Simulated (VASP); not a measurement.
Input of a VASP 6.6.1 run:

The input INCAR:

```
ALGO = Normal
EDIFF = 1E-6
ENCUT = 520
GGA = PE
ISIF = 2
ISMEAR = -1
LASPH = T
LCHARG = F
LREAL = F
LWAVE = F
NBANDS = 15
NELM = 80
PREC = Accurate
SIGMA = 0.02
```

KPOINTS

```
k-points
0
Gamma
  6 6 6
```

The input POSCAR:

```
KBr
1.0
    0.0000000000      3.3523161527      3.3523161527
    3.3523161527      0.0000000000      3.3523161527
    3.3523161527      3.3523161527      0.0000000000
K Br
1 1
Direct
    0.0000000000      0.0000000000      0.0000000000
    0.5000000000      0.5000000000      0.5000000000
```

Potentials or basis: VASP PAW PBE potentials, release 64 (K_sv, Br).

Run with:

```bash
$ cat potpaw_PBE.64/K_sv/POTCAR potpaw_PBE.64/Br/POTCAR > POTCAR
$ mpirun -np 1 vasp_std > vasp.out
```

Q: What does it give for the band gap on the k mesh?

A: 4.31 eV, direct.

Q: Estimate the pressure.

A: 0.0 GPa.

A hybrid or GW would open this gap; PBE tends to underestimate it.
